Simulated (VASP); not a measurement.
# GaP (F-43m) in VASP: single point with PBE

Aim: the single point of GaP with PBE.

Everything below comes from runs of VASP 6.6.1. Logs are shortened: lines on timing, memory, paths and dates and some standing lists are left out, and cuts for length are marked.

## 1. The cell of the first run

It takes space group F-43m (No. 216, cubic). Conventional cell: a = 5.507 Å, b = 5.507 Å, c = 5.507 Å, α = 90.00°, β = 90.00°, γ = 90.00°. Ga (site symmetry -43m) has 4 P at 2.38 Å within 3.1 Å. P (site symmetry -43m) has 4 Ga at 2.38 Å within 3.1 Å.

## 2. Single point, PBE

INCAR

```
ALGO = Normal ; EDIFF = 1E-6
ENCUT = 500 ; GGA = PE
GGA_COMPAT = F ; ISIF = 2
ISMEAR = 0 ; LASPH = T
LCHARG = F ; LREAL = F
LWAVE = F ; NBANDS = 16
NELM = 120 ; PREC = Accurate
SIGMA = 0.02
```

KPOINTS

```
k-points
0
Gamma
  8 8 8
```

POSCAR

```
GaP
1.0
    0.0000000000      2.7533029100      2.7533029100
    2.7533029100      0.0000000000      2.7533029100
    2.7533029100      2.7533029100      0.0000000000
Ga P
1 1
Direct
    0.0000000000      0.0000000000      0.0000000000
    0.2500000000      0.2500000000      0.2500000000
```

Potentials or basis: VASP PAW PBE potentials, release 64 (Ga_d, P).

Started as:

```sh
cat potpaw_PBE.64/Ga_d/POTCAR potpaw_PBE.64/P/POTCAR > POTCAR
mpirun -np 1 vasp_std > vasp.out
```

OUTCAR:

```text
EDIFF = 1E-6
   ENCUT = 500
   GGA = PE
   ISIF = 2
   ISMEAR = 0
   LASPH = T
   LREAL = F
   NELM = 120
   PREC = Accurate

 ion  position               nearest neighbor table
   1  0.000  0.000  0.000-   2 2.38   2 2.38   2 2.38   2 2.38
   2  0.250  0.250  0.250-   1 2.38   1 2.38   1 2.38   1 2.38

  LATTYP: Found a face centered cubic cell.
 ALAT       =     5.5066058200

  Lattice vectors:

 A1 = (   0.0000000000,   2.7533029100,   2.7533029100)
 A2 = (   2.7533029100,   0.0000000000,   2.7533029100)
 A3 = (   2.7533029100,   2.7533029100,   0.0000000000)

Analysis of symmetry for initial positions (statically):
=====================================================================
 Subroutine PRICEL returns:
 Original cell was already a primitive cell.

 Routine SETGRP: Setting up the symmetry group for a
 face centered cubic supercell.

 Subroutine GETGRP returns: Found 24 space group operations
 (whereof 24 operations were pure point group operations)
 out of a pool of 48 trial point group operations.

The static configuration has the point symmetry T_d .

Analysis of symmetry for dynamics (positions and initial velocities):
=====================================================================
 Subroutine PRICEL returns:
 Original cell was already a primitive cell.

 Routine SETGRP: Setting up the symmetry group for a
 face centered cubic supercell.

 Subroutine GETGRP returns: Found 24 space group operations
 (whereof 24 operations were pure point group operations)
 out of a pool of 48 trial point group operations.

The dynamic configuration has the point symmetry T_d .

 Subroutine INISYM returns: Found 24 space group operations
 (whereof 24 operations are pure point group operations),
 and found     1 'primitive' translations

----------------------------------------------------------------------------------------

                                     Primitive cell

  volume of cell :      41.7438

  direct lattice vectors                    reciprocal lattice vectors
     0.000000000  2.753302910  2.753302910    -0.181600070  0.181600070  0.181600070
     2.753302910  0.000000000  2.753302910     0.181600070 -0.181600070  0.181600070
     2.753302910  2.753302910  0.000000000     0.181600070  0.181600070 -0.181600070

  length of vectors
     3.893758317  3.893758317  3.893758317     0.314540547  0.314540547  0.314540547

  position of ions in fractional coordinates (direct lattice)
     0.000000000  0.000000000  0.000000000
     0.250000000  0.250000000  0.250000000

  ion indices of the primitive-cell ions
   primitive index   ion index
                 1           1
                 2           2

----------------------------------------------------------------------------------------

 KPOINTS: k-points

Automatic generation of k-mesh.
 Grid dimensions read from file:
 generate k-points for:    8    8    8

 Generating k-lattice:

  Cartesian coordinates                     Fractional coordinates (reciprocal lattice)
    -0.022700009  0.022700009  0.022700009     0.125000000  0.000000000  0.000000000
     0.022700009 -0.022700009  0.022700009     0.000000000  0.125000000  0.000000000
     0.022700009  0.022700009 -0.022700009     0.000000000  0.000000000  0.125000000

  Length of vectors
     0.039317568  0.039317568  0.039317568

  Shift w.r.t. Gamma in fractional coordinates (k-lattice)
     0.000000000  0.000000000  0.000000000

 Subroutine IBZKPT returns following result:
 ===========================================

 Found     29 irreducible k-points:

 Following reciprocal coordinates:
            Coordinates               Weight
  0.000000  0.000000  0.000000      1.000000
  0.125000  0.000000  0.000000      8.000000
  0.250000  0.000000  0.000000      8.000000
  0.375000  0.000000  0.000000      8.000000
  0.500000  0.000000  0.000000      4.000000
  0.125000  0.125000  0.000000      6.000000
[... 16 lines left out ...]
  0.500000  0.250000  0.125000     48.000000
 -0.375000  0.250000  0.125000     24.000000
 [... further k-points ...]
   k-points           NKPTS =     29   k-points in BZ     NKDIM =     29   number of bands    NBANDS=     16
   number of dos      NEDOS =    301   number of ions     NIONS =      2
   total plane-waves  NPLWV =  21952
   dimension x,y,z NGX =    28 NGY =   28 NGZ =   28
   dimension x,y,z NGXF=    56 NGYF=   56 NGZF=   56
   ions per type =               1   1
   NGX,Y,Z   is equivalent  to a cutoff of  11.95, 11.95, 11.95 a.u.
   NGXF,Y,Z  is equivalent  to a cutoff of  23.91, 23.91, 23.91 a.u.
 SYSTEM =  unknown system
   PREC   = accura    normal or accurate (medium, high low for compatibility)
   ISTART =      0    job   : 0-new  1-cont  2-samecut
   ICHARG =      2    charge: 1-file 2-atom 10-const
   ISPIN  =      1    spin polarized calculation?
   LNONCOLLINEAR =      F non collinear calculations
   LSORBIT =      F    spin-orbit coupling
   LASPH  =      T    aspherical Exc in radial PAW
   ENCUT  =  500.0 eV  36.75 Ry    6.06 a.u.   7.10  7.10  7.10*2*pi/ulx,y,z
   NELM   =    120;   NELMIN=  2; NELMDL= -5     # of ELM steps
   EDIFF  = 0.1E-05   stopping-criterion for ELM
   LREAL  =      F    real-space projection
   EDIFFG = 0.1E-04   stopping-criterion for IOM
   NSW    =      0    number of steps for IOM
   IBRION =     -1    ionic relax: 0-MD 1-quasi-New 2-CG
   NFREE  =      0    steps in history (QN), initial steepest desc. (CG)
   ISIF   =      2    stress and relaxation
   ISYM   =      2    0-nonsym 1-usesym 2-fastsym
   POTIM  = 0.5000    time-step for ionic-motion
   TEBEG  =    0.0;   TEEND  =   0.0 temperature during run
   PSTRESS=    0.0 pullay stress
   NELECT =      18.0000    total number of electrons
   NUPDOWN=      -1.0000    fix difference up-down
   EMIN   =  10.00;   EMAX   =-10.00  energy-range for DOS
   EFERMI =   0.00;   METHOD = LEGACY
   ISMEAR =     0;   SIGMA  =   0.02  broadening in eV -4-tet -1-fermi 0-gaus
   EFERMI_NEDOS =   21; number of points for ismear=-14 and -15
   IALGO  =     38    algorithm
   IMIX   =      4    mixing-type and parameters
     AMIX     =   0.40;   BMIX     =  1.00
     AMIX_MAG =   1.60;   BMIX_MAG =  1.00
  volume/ion in A,a.u.               =      20.87       140.85
  Fermi-wavevector in a.u.,A,eV,Ry     =   1.236806  2.337225 20.812692  1.529690
  Thomas-Fermi vector in A             =   2.371400
   LORBIT       =      0    0 simple, 1 ext, 2 COOP (PROOUT), +10 PAW based schemes
   GGA     = PE    functional components
   LHFCALC =     F    Hartree Fock is set to
   AEXX    =    0.0000 exact exchange contribution
   IVDW    =     0    specifies the selected vdW correction
   LEPSILON=     F    determine dielectric tensor
   LRPA    =     F    only Hartree local field effects (RPA)
 non-spin polarized calculation
 Gauss-broadening in eV      SIGMA  =   0.02
  energy-cutoff  :      500.00
  volume of cell :       41.74
 maximum number of plane-waves:      1068
   NGX = 15   NGY = 15   NGZ = 15

 number of electron      18.0000009 magnetization

 Free energy of the ion-electron system (eV)
  ---------------------------------------------------
  ext. energy  EPLUGINS =         0.00000000
  ---------------------------------------------------
  free energy    TOTEN  =        -9.12546146 eV

  energy without entropy =       -9.12546146  energy(sigma->0) =       -9.12546146

 E-fermi :   4.4986     XC(G=0):  -9.6937

 val. band max:        4.3437679777   @ k =   0.0000   0.0000   0.0000
 cond. band min:       5.9169592091   @ k =   0.0000   0.0000   0.0000
 fundamental gap:      1.5731912314
 Fermi energy:         4.4986393258

 k-point     1 :       0.0000    0.0000    0.0000
  band No.  band energies     occupation
      1     -10.1587      2.00000
      2     -10.1587      2.00000
      3     -10.1587      2.00000
      4     -10.0681      2.00000
      5     -10.0681      2.00000
      6      -7.9212      2.00000
[... 8 lines left out ...]
     15      14.0882      0.00000
     16      14.0882      0.00000

 k-point     2 :       0.1250    0.0000    0.0000
  band No.  band energies     occupation
      1     -10.1705      2.00000
      2     -10.1545      2.00000
      3     -10.1545      2.00000
      4     -10.0681      2.00000
      5     -10.0681      2.00000
      6      -7.7270      2.00000
[... 8 lines left out ...]
     15      13.4828      0.00000
     16      13.9002      0.00000

 k-point     3 :       0.2500    0.0000    0.0000
  band No.  band energies     occupation
      1     -10.1968      2.00000
      2     -10.1454      2.00000
      3     -10.1454      2.00000
      4     -10.0669      2.00000
      5     -10.0669      2.00000
      6      -7.1769      2.00000
[... 8 lines left out ...]
     15      13.2987      0.00000
     16      14.1881      0.00000

 k-point     4 :       0.3750    0.0000    0.0000
  band No.  band energies     occupation
      1     -10.2210      2.00000
      2     -10.1385      2.00000
      3     -10.1385      2.00000
      4     -10.0636      2.00000
      5     -10.0636      2.00000
      6      -6.4146      2.00000
[... 8 lines left out ...]
     15      14.4535      0.00000
     16      14.4535      0.00000

 k-point     5 :       0.5000    0.0000    0.0000
  band No.  band energies     occupation
      1     -10.2305      2.00000
      2     -10.1363      2.00000
      3     -10.1363      2.00000
      4     -10.0615      2.00000
      5     -10.0615      2.00000
      6      -5.9544      2.00000
[... 8 lines left out ...]
     15      15.9313      0.00000
     16      15.9313      0.00000

 k-point     6 :       0.1250    0.1250    0.0000
  band No.  band energies     occupation
      1     -10.1784      2.00000
      2     -10.1505      2.00000
      3     -10.1505      2.00000
      4     -10.0717      2.00000
      5     -10.0652      2.00000
      6      -7.6623      2.00000
[... 8 lines left out ...]
     15      14.2538      0.00000
     16      14.3294      0.00000
[... 267 lines left out ...]
 k-point    21 :       0.5000    0.5000    0.0000
  band No.  band energies     occupation
      1     -10.2646      2.00000
      2     -10.1000      2.00000
      3     -10.1000      2.00000
      4     -10.0994      2.00000
      5     -10.0485      2.00000
      6      -5.0963      2.00000
[... 8 lines left out ...]
     15      16.6731      0.00000
     16      17.2069      0.00000

 k-point    22 :       0.3750    0.2500    0.1250
  band No.  band energies     occupation
      1     -10.2180      2.00000
      2     -10.1346      2.00000
      3     -10.1311      2.00000
      4     -10.0775      2.00000
      5     -10.0599      2.00000
      6      -6.7085      2.00000
[... 8 lines left out ...]
     15      15.3441      0.00000
     16      16.5694      0.00000

 k-point    23 :       0.5000    0.2500    0.1250
  band No.  band energies     occupation
      1     -10.2319      2.00000
      2     -10.1312      2.00000
      3     -10.1228      2.00000
      4     -10.0756      2.00000
      5     -10.0600      2.00000
      6      -5.9918      2.00000
[... 8 lines left out ...]
     15      15.7208      0.00000
     16      17.0388      0.00000

 k-point    24 :      -0.3750    0.2500    0.1250
  band No.  band energies     occupation
      1     -10.2370      2.00000
      2     -10.1307      2.00000
      3     -10.1199      2.00000
      4     -10.0725      2.00000
      5     -10.0615      2.00000
      6      -5.5661      2.00000
[... 8 lines left out ...]
     15      16.2357      0.00000
     16      16.6760      0.00000

 [... further k-points ...]
[... 5 lines left out ...]
  --------------------------------------------------------------------------------------
  -------------------------------------------------------------------------------------
  Total       -0.0261665     -0.0261665     -0.0261665      0.0000000     -0.0000000     -0.0000000
  in kB       -1.0043035     -1.0043035     -1.0043035      0.0000000     -0.0000000     -0.0000000
  external PRESSURE =      -1.0043035 kB  Pullay stress =       0.0000000 kB

 VOLUME and BASIS-vectors are now :
 -----------------------------------------------------------------------------
  energy-cutoff  :      500.00
  volume of cell :       41.74
      direct lattice vectors                 reciprocal lattice vectors
     0.000000000  2.753302910  2.753302910    -0.181600070  0.181600070  0.181600070
     2.753302910  0.000000000  2.753302910     0.181600070 -0.181600070  0.181600070
     2.753302910  2.753302910  0.000000000     0.181600070  0.181600070 -0.181600070

 POSITION                                       TOTAL-FORCE (eV/Angst)
 -----------------------------------------------------------------------------------
      0.00000      0.00000      0.00000        -0.000000     -0.000000     -0.000000
      1.37665      1.37665      1.37665         0.000000      0.000000      0.000000
 -----------------------------------------------------------------------------------
    total drift:                                0.000001      0.000001      0.000001

  FREE ENERGIE OF THE ION-ELECTRON SYSTEM (eV)
  ---------------------------------------------------
  free  energy   TOTEN  =        -9.1254614591 eV

  energy  without entropy=       -9.1254614591  energy(sigma->0) =       -9.12546146
```

It took 30 s on 1 thread of AMD EPYC, shared host; peak memory 0.13 GiB.

What came out:

* Free energy: -9.1255 eV
* Pressure: -0.1 GPa
* Band gap on the k mesh: 1.57 eV
